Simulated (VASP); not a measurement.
Zn: relaxation of cell and atoms with PBEsol

The system is Zn.

```
Zn
1.0
     2.72235    0.00000    0.00000
    -1.36118    2.35763    0.00000
     0.00000    0.00000    4.41021
Zn
2
Direct
  0.33333 0.66667 0.25000
  0.66667 0.33333 0.75000
```

- Program: VASP 6.6.1
- Task: relaxation of cell and atoms
- Functional: PBEsol
- Potentials or basis: VASP PAW PBE potentials, release 64 (Zn)
- Cutoff: 600 eV
- k mesh: 18 × 18 × 10
- Occupations: fermi-dirac, width 0.1 eV
- Spin: no spin polarisation
- Dipole correction: no
- Further INCAR settings: ALGO = Normal; EDIFF = 1e-06; IBRION = 2; EDIFFG = -0.005; NSW = 60; ISIF = 3

The relaxed volume is 14.35 Å³/atom and the relaxed cell is a = 2.594 Å, b = 2.594 Å, c = 4.922 Å, α = 90.00°, β = 90.00°, γ = 120.00°. The space group after relaxing (to 0.05 Å) is P6_3/mmc (No. 194). The energy gained by relaxing is 10.3 meV/atom, the ionic steps are 18 and the pressure after relaxing is 0.0 GPa. The band gap on the k mesh is zero (band 12 reaches 5.10 eV, above the bottom of band 13 at 0.12 eV).

The path:
```
step  energy change (eV)  largest force (eV/Å)  pressure (GPa)  volume (Å³)
   1              0.0000                0.0000           -0.85        28.31
   2             -0.0015                0.0000            0.21        28.00
   3             -0.0015                0.0000            0.09        27.98
   4             -0.0016                0.0000            0.25        27.93
   5             -0.0024                0.0000            0.23        27.94
   6             -0.0049                0.0000            0.24        27.96
   7             -0.0090                0.0000            0.51        27.98
   8             -0.0156                0.0000            2.05        27.94
   9              0.1311                0.0000           10.28        27.59
  10             -0.0156                0.0000            2.18        27.94
  11             -0.0160                0.0000            2.22        27.97
  12             -0.0167                0.0000            2.21        28.06
  13             -0.0163                0.0000            1.89        28.23
  14             -0.0169                0.0000            2.02        28.12
  15             -0.0176                0.0000            1.82        28.17
  16             -0.0191                0.0000            1.23        28.33
  17             -0.0206                0.0000            0.17        28.64
  18             -0.0206                0.0000           -0.02        28.69
```

Final structure:
```yaml
crystal:
  lattice:
    - [2.59450, 0.00000, 0.00000]
    - [-1.29725, 2.24690, 0.00000]
    - [0.00000, 0.00000, 4.92174]
  atoms:
    - { symbol: Zn, position: [0.33333, 0.66667, 0.25000] }
    - { symbol: Zn, position: [0.66667, 0.33333, 0.75000] }
```

Levels at points of the mesh, in eV from the Fermi level:
| k point | band 9 | band 10 | band 11 | band 12 | band 13 | band 14 | band 15 | band 16 |
| --- | --- | --- | --- | --- | --- | --- | --- | --- |
| (0.00, 0.00, 0.00) | -7.36 | -7.16 | -7.16 | -4.05 | -3.24 | 13.40 | 17.25 | 18.65 |
| (0.50, 0.00, 0.00) | -6.94 | -6.92 | -2.96 | -2.10 | 2.63 | 3.60 | 4.34 | 5.81 |
| (0.00, 0.00, 0.50) | -7.24 | -7.24 | -7.24 | -7.24 | 4.35 | 4.35 | 19.97 | 19.97 |
| (0.50, 0.00, 0.50) | -6.93 | -6.93 | -2.02 | -2.02 | 0.34 | 0.34 | 10.22 | 10.22 |

It took 9.1 min on 1 thread of Intel(R) Xeon(R) Platinum 8124M CPU @ 3.00GHz (Skylake/Cascade Lake), on a shared host, peak memory 0.25 GiB.

Caveat: the PAW data sets were made with another functional, which shifts forces and pressure a little.
